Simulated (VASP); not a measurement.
Set up this calculation in VASP 6.6.1, as the native input.

| Quantity | Value |
| --- | --- |
| Task | single point |
| Functional | PBE |
| Potentials or basis | VASP PAW PBE potentials, release 64 (W_sv, Cl, F) |
| Cutoff | 520 eV |
| k mesh | 6 × 6 × 6 |
| Occupations | gaussian, width 0.02 eV |
| Spin | no spin polarisation |
| Dipole correction | no |
| Further INCAR settings | ALGO = Normal; EDIFF = 1e-07; NBANDS = 37 |

The structure of WCl4F2 lies in POSCAR:

```
WCl4F2
1.0
    6.5602017644     -0.0248771913     -0.0289932596
    3.2014163691      5.9995814718      0.0018846647
    3.2009896046      2.0468606760      5.8457318643
W Cl F
1 4 2
Direct
    0.0021115169      0.9968385172      0.9929793249
    0.3599236440      0.7753078191      0.8094790779
    0.8766878697      0.6719133533      0.2288814712
    0.1159069952      0.3306047486      0.7813105802
    0.8164221288      0.0850454900      0.7399944458
    0.7160052870      0.1757703847      0.1549118735
    0.1409425585      0.9325196871      0.2084432263
```

The input as run:

INCAR

```
PREC = Accurate ; ENCUT = 520
EDIFF = 1E-7 ; ISMEAR = 0
SIGMA = 0.02 ; LREAL = False
LASPH = True ; NELM = 80
ALGO = Normal ; ISIF = 2
LWAVE = False ; LCHARG = True
GGA = PE ; LELF = True
LVHAR = True ; NBANDS = 37
```

KPOINTS

```
regular mesh
0
Gamma
  6 6 6
```

Potentials or basis: VASP PAW PBE potentials, release 64 (W_sv, Cl, F).

Run with:

```console
$ cat potpaw_PBE.64/W_sv/POTCAR potpaw_PBE.64/Cl/POTCAR potpaw_PBE.64/F/POTCAR > POTCAR
$ mpirun -np 1 vasp_std > vasp.out
```

It gave:

The pressure is 0.2 GPa, the largest force is 0.565 eV/Å and the band gap on the k mesh is 2.34 eV (least direct gap 2.37 eV).

Caveat: spin-orbit coupling is left out, which moves the levels of the heavy elements.

It took 32 min on 1 thread of Oxide Virtual Turin-like Processor, with other jobs on the host, peak memory 0.9 GiB.
